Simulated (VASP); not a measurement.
Crystal: ZnCu.

```
Zn Cu
1.0
     2.92055    0.00000    0.00000
     0.00000    2.92055    0.00000
     0.00000    0.00000    2.92055
Zn Cu
1 1
Direct
  0.50000 0.50000 0.50000
  0.00000 0.00000 0.00000
```

Base run:

| Property | Result |
| --- | --- |
| Program | VASP 6.6.1 |
| Functional | PBE |
| Potentials or basis | VASP PAW PBE potentials, release 64 (Zn, Cu) |
| Cutoff | 600 eV |
| k mesh | 6 × 6 × 6 |
| Occupations | methfessel-paxton, width 0.39 eV |
| Spin | no spin polarisation |

Its results: pressure 6.7 GPa.

Problem. The run is repeated on the same cell with these changes: occupations from methfessel-paxton, width 0.39 eV to gaussian, width 0.0069 eV. What comes out?

Solution. Pressure 7.2 GPa.
